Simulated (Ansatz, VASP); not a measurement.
**Two plane-wave programs on Zn4HO4**

```
Zn O H
1.0
     5.51481    0.00000    0.00000
     0.00000    5.51481    0.00000
     0.00000    0.00000    3.24301
Zn O H
4 4 1
Direct
  0.18207 0.18207 0.50000
  0.81793 0.81793 0.50000
  0.68207 0.31793 0.00000
  0.31793 0.68207 0.00000
  0.81800 0.18200 0.50000
  0.18200 0.81800 0.50000
  0.68200 0.68200 0.00000
  0.31800 0.31800 0.00000
  0.00004 0.28200 0.10000
```

Alike in both runs: task single point; functional PBEsol; k mesh 4 × 4 × 8; occupations gaussian, width 0.05 eV; no spin polarisation.

```csv
,VASP,Ansatz
version,VASP 6.6.1,Ansatz 0.2.0
potentials or method,"VASP PAW PBE potentials, release 64 (Zn, O, H), cutoff 520 eV","scalar-relativistic, plane waves, PAW"
valence electrons in the cell,73,73
```

|  | VASP | Ansatz | Ansatz less VASP |
| --- | --- | --- | --- |
| gap on the k mesh at the Fermi level (eV) | none | none | - |
| pressure (GPa) | 6.7 | 5.8 | -0.91 |
| traceless stress, the component that is largest in VASP (GPa) | -2.74 | -2.61 | +0.132 |
| rms of the force components (eV/Å) | 0.356 | 0.350 | -0.0059 |

VASP's potentials were made for PBE, not for PBEsol, and Ansatz warns of the same on its side. Atom by atom the forces differ by 0.008 eV/Å (rms over components). A gap of «none» marks a metal or a gap that the smearing closes.
